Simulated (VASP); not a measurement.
Here is a VASP 6.6.1 calculation.

File INCAR:

```
SYSTEM = SnSe
  PREC = Accurate
  ENCUT = 520
  EDIFF = 1E-6
  ISMEAR = 0
  SIGMA = 0.03
  LREAL = .False.
  LASPH = .True.
  NELM = 100
  ALGO = Normal
  ISIF = 2
  LWAVE = .False.
  LCHARG = .False.
  GGA = PE
  IVDW = 12
  NBANDS = 28
```

File KPOINTS:

```
regular mesh
0
Gamma
  8 8 6
  0 0 0
```

File POSCAR:

```
SnSe
1.0
    4.2924000000      0.0000000000      0.0000000000
    0.0000000000      4.2924000000      0.0000000000
    0.0000000000      0.0000000000      5.1113000000
Sn Se
2 2
Direct
    0.5000000000      0.0000000000      0.2500887432
    0.0000000000      0.5000000000      0.7499112568
    0.5000000000      0.0000000000      0.7499352227
    0.0000000000      0.5000000000      0.2500647773
```

Potentials or basis: VASP PAW PBE potentials, release 64 (Sn_d, Se).

Run with:

```bash
$ cat potpaw_PBE.64/Sn_d/POTCAR potpaw_PBE.64/Se/POTCAR > POTCAR
$ mpirun -np 1 vasp_std > vasp.out
```

Task: Estimate the largest force.

Result: 0.011 eV/Å.

Task: Estimate the dispersion energy per atom.

Result: -0.411 eV.

Task: What does it give for the band gap on the k mesh?

Result: Zero (bands 20 and 21 overlap by 0.47 eV).

Task: Estimate the pressure.

Result: 13.5 GPa.

Forces on the atoms (eV/Å):
```
Sn   0.000  0.000 -0.011
Sn   0.000  0.000  0.011
Se   0.000  0.000  0.011
Se   0.000  0.000 -0.011
```

Caveat: the cell stands under pressure; semilocal functionals underestimate gaps, so a narrow gap can read as zero; spin-orbit coupling is left out, which moves the levels of the heavy elements.
